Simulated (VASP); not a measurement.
WC: single point with LDA

WC:

```xyz
2
Lattice="0.0000 2.1927 2.1927 2.1927 0.0000 2.1927 2.1927 2.1927 0.0000" Properties=species:S:1:pos:R:3 pbc="T T T"
W     0.0000    0.0000    0.0000
C     2.1927    2.1927    2.1927
```

```yaml
Program: VASP 6.6.1
Task: single point
Functional: LDA
Potentials_or_basis: VASP PAW LDA potentials, release 64 (W_sv, C_h)
Cutoff: 1300 eV
k_mesh: 5 × 5 × 5
Occupations: methfessel-paxton, width 0.1 eV
Spin: no spin polarisation
Dipole_correction: no
Further_INCAR_settings: ALGO = Normal; EDIFF = 1e-06; NBANDS = 16
```

```
Pressure               : -14.5 GPa
Band gap on the k mesh : zero (bands 9 and 10 overlap by 2.08 eV)
```

Levels at points of the mesh, in eV from the Fermi level:
```
           k point  band 7  band 8  band 9  band 10  band 11  band 12
(0.00, 0.00, 0.00)   -3.09   -3.09   -1.31    -1.31    -1.25    -1.25
```

Wall time 6.6 s on 1 thread of Intel(R) Xeon(R) 6975P-C (Granite Rapids), on a shared host, peak memory 0.19 GiB.

Caveat: the k points lie up to 0.50 Å⁻¹ apart, too coarse for converged energies and pressures of a metal; spin-orbit coupling is left out, which moves the levels of the heavy elements.
